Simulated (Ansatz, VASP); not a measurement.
# Two plane-wave programs on SnSe

File INCAR:

```
PREC     = Accurate       # precision mode
ENCUT    = 520            # plane-wave cutoff, eV
EDIFF    = 1E-7           # SCF threshold, eV
ISMEAR   = 0              # smearing method
SIGMA    = 0.01           # smearing width, eV
LREAL    = F              # projectors in reciprocal space
LASPH    = T              # aspherical terms in the spheres
NELM     = 60             # most SCF steps
ALGO     = Normal         # electronic algorithm
ISIF     = 2              # what is computed and relaxed
LWAVE    = F              # write WAVECAR
LCHARG   = F              # write CHGCAR
GGA      = CA             # functional
NBANDS   = 28             # bands
```

The input KPOINTS:

```
Automatic mesh
0
Gamma
  6 6 4
```

POSCAR

```
SnSe
1.0
    4.2193387754      0.0000000000      0.0000000000
    0.0000000000      4.2193387754      0.0000000000
    0.0000000000      0.0000000000      5.9930246257
Sn Se
2 2
Direct
    0.5000000000      0.0000000000      0.2500913545
    0.0000000000      0.5000000000      0.7499086455
    0.5000000000      0.0000000000      0.7498973803
    0.0000000000      0.5000000000      0.2501026197
```

Input for Ansatz:

```yaml
crystal:
  lattice:
    - [4.2193387754, 0.0, 0.0]
    - [0.0, 4.2193387754, 0.0]
    - [0.0, 0.0, 5.9930246257]
  atoms:
    - { symbol: Sn, position: [0.5, 0.0, 0.2500913545] }
    - { symbol: Sn, position: [0.0, 0.5, 0.7499086455] }
    - { symbol: Se, position: [0.5, 0.0, 0.7498973803] }
    - { symbol: Se, position: [0.0, 0.5, 0.2501026197] }
kpoints:
  mp_grid: { grid: [6, 6, 4] }
  band_path:
    path:
      - [0.0, 0.0, 0.0]
      - [0.0, 0.5, 0.0]
      - [0.5, 0.5, 0.0]
      - [0.0, 0.0, 0.5]
      - [0.0, 0.5, 0.5]
      - [0.5, 0.5, 0.5]
      - [-0.052124, 0.457967, 0.482056]
      - [0.059896, 0.47819, 0.497396]
      - [0.0, 0.5, 0.4]
    npoints: 1
hamiltonian:
  xc: lda
scf:
  occupations: { method: fixed }
  n_extra_bands: 5
output:
  forces: true
  stress: true
  eigenvalues: true
```

Alike in both runs: task single point; functional LDA; k mesh 6 × 6 × 4; no spin polarisation.

|  | VASP | Ansatz |
| --- | --- | --- |
| version | VASP 6.6.1 | Ansatz 0.2.0 |
| potentials or method | VASP PAW LDA potentials, release 64 (Sn_d, Se) | plane waves, PAW |
| plane-wave cutoff (eV) | 520 | 420 |
| occupations | gaussian, width 0.01 eV | fixed |
| valence electrons in the cell | 40 | 60 |

VASP gave:

| Property | Result |
| --- | --- |
| gap on the k mesh at the Fermi level (eV) | 0.72 |
| pressure (GPa) | -2.4 |
| traceless stress, the component that is largest in VASP (GPa) | 0.09 |

Problem. Which values does Ansatz return?

Solution. gap on the k mesh at the Fermi level (eV): 0.70; pressure (GPa): -2.4; traceless stress, the component that is largest in VASP (GPa): 0.10.

LDA's correlation is that of Perdew and Zunger in VASP and of Perdew and Wang (1992) in Ansatz. VASP's potentials hold 40 valence electrons a cell and Ansatz's 60, so a difference there can come from the potentials and not from the codes.
